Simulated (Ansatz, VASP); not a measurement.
SrO in VASP and in Ansatz

```xyz
2
Lattice="0.0000 2.8066 2.8066 2.8066 0.0000 2.8066 2.8066 2.8066 0.0000" Properties=species:S:1:pos:R:3 pbc="T T T"
Sr    0.0000    0.0000    0.0000
O     1.4033    1.4033    1.4033
```

Alike in both runs: task single point; functional PBE; k mesh 10 × 10 × 10; occupations gaussian, width 0.05 eV; no spin polarisation.

|  | VASP | Ansatz |
| --- | --- | --- |
| version | VASP 6.6.1 | Ansatz 0.2.0 |
| potentials or method | VASP PAW PBE potentials, release 64 (Sr_sv, O), cutoff 520 eV | scalar-relativistic, plane waves, PAW |
| valence electrons in the cell | 16 | 16 |

VASP gave:

| Item | Value |
| --- | --- |
| gap on the k mesh at the Fermi level (eV) | 2.49 |
| least direct gap on the mesh (eV) | 3.30 |
| pressure (GPa) | 0.4 |

Problem. Estimate Ansatz's values.

Solution. gap on the k mesh at the Fermi level (eV): 2.48; least direct gap on the mesh (eV): 3.29; pressure (GPa): 0.0.

The functional is the same, so the differences come from potentials, cutoffs and numerics.
